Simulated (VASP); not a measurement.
Write the native input for VASP 6.6.1 that does the following.

```
Task                   : relaxation of cell and atoms
Functional             : PBE
Dispersion             : D3(BJ)
Potentials or basis    : VASP PAW PBE potentials, release 64 (Mo_sv, S)
Cutoff                 : 600 eV
k mesh                 : 9 × 9 × 2
Occupations            : gaussian, width 0.1 eV
Spin                   : no spin polarisation
Target pressure        : 5.6 GPa
Dipole correction      : no
Further INCAR settings : ALGO = Normal; EDIFF = 1e-06; IBRION = 2; EDIFFG = -0.05; NSW = 80; ISIF = 3
```

The structure of MoS2 lies in POSCAR:

```
MoS2
1.0
    3.1690000000      0.0000000000      0.0000000000
   -1.5845000000      2.7444345046      0.0000000000
    0.0000000000      0.0000000000     12.3240000000
Mo S
2 4
Direct
    0.3333333333      0.6666666667      0.2500000000
    0.6666666667      0.3333333333      0.7500000000
    0.3333333333      0.6666666667      0.6230000000
    0.6666666667      0.3333333333      0.1230000000
    0.3333333333      0.6666666667      0.8770000000
    0.6666666667      0.3333333333      0.3770000000
```

One way to write it, as run:

INCAR

```
SYSTEM = MoS2
PREC = Accurate
ENCUT = 600
EDIFF = 1E-6
ISMEAR = 0
SIGMA = 0.1
LREAL = .False.
LASPH = .True.
NELM = 80
ALGO = Normal
ISIF = 3
LWAVE = .False.
LCHARG = .False.
GGA = PE
IVDW = 12
IBRION = 2
NSW = 80
EDIFFG = -0.05
PSTRESS = 56.0
```

KPOINTS

```
Automatic mesh
0
Gamma
  9 9 2
  0 0 0
```

Potentials or basis: VASP PAW PBE potentials, release 64 (Mo_sv, S).

Run with:

```sh
$ cat potpaw_PBE.64/Mo_sv/POTCAR potpaw_PBE.64/S/POTCAR > POTCAR
$ mpirun -np 1 vasp_std > vasp.out
```

It gave:

| Property | Result |
| --- | --- |
| Relaxed volume | 15.96 Å³/atom |
| Relaxed cell | a = 3.104 Å, b = 3.104 Å, c = 11.479 Å, α = 90.00°, β = 90.00°, γ = 120.00° |
| Space group after relaxing (to 0.1 Å) | P6_3/mmc (No. 194) |
| Energy change on relaxing (the run minimises the enthalpy) | +18.4 meV/atom |
| Ionic steps | 11 |
| Pressure after relaxing | 5.8 GPa |
| Band gap on the k mesh | 0.56 eV (least direct gap 1.80 eV) |
| Dispersion energy per atom | -0.476 eV |

Caveat: the cell is relaxed towards a set pressure, so the run minimises the enthalpy, not the energy; semilocal functionals underestimate gaps, and a narrow one can read as zero.

Wall time 11 min on 1 thread of Intel(R) Xeon(R) Platinum 8488C (Sapphire Rapids) (shared host), peak memory 0.32 GiB.
